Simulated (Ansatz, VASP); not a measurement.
WS2: VASP beside Ansatz

```
CELL_PARAMETERS angstrom
6.31441 0.00000 0.00000
-3.15720 5.46844 0.00000
0.00000 0.00000 23.39837
ATOMIC_POSITIONS crystal
S 0.66667 0.33333 0.34190
S 0.66667 0.83333 0.34190
S 0.16667 0.33333 0.34190
S 0.16667 0.83333 0.34190
S 0.66684 0.33356 0.47646
S 0.66668 0.83325 0.47675
S 0.16662 0.33335 0.47676
S 0.16662 0.83327 0.47675
W 0.33315 0.16658 0.40931
W 0.33334 0.66667 0.40933
W 0.83342 0.16655 0.40930
W 0.83347 0.66691 0.40927
```

Alike in both runs: task single point; functional PBE; dispersion D3(BJ); k mesh 3 × 3 × 1; occupations gaussian, width 0.05 eV; no spin polarisation.

```csv
,VASP,Ansatz
version,VASP 6.6.1,Ansatz 0.2.0
potentials or method,"VASP PAW PBE potentials, release 64 (S, W_sv), cutoff 520 eV","scalar-relativistic, plane waves, PAW"
valence electrons in the cell,104,104
```

|  | VASP | Ansatz | Ansatz less VASP |
| --- | --- | --- | --- |
| gap on the k mesh at the Fermi level (eV) | 1.93 | 1.93 | -0.003 |
| least direct gap on the mesh (eV) | 1.93 | 1.93 | -0.003 |
| rms of the force components (eV/Å) | 0.014 | 0.014 | -0.0004 |

Neither program's run includes spin-orbit coupling.
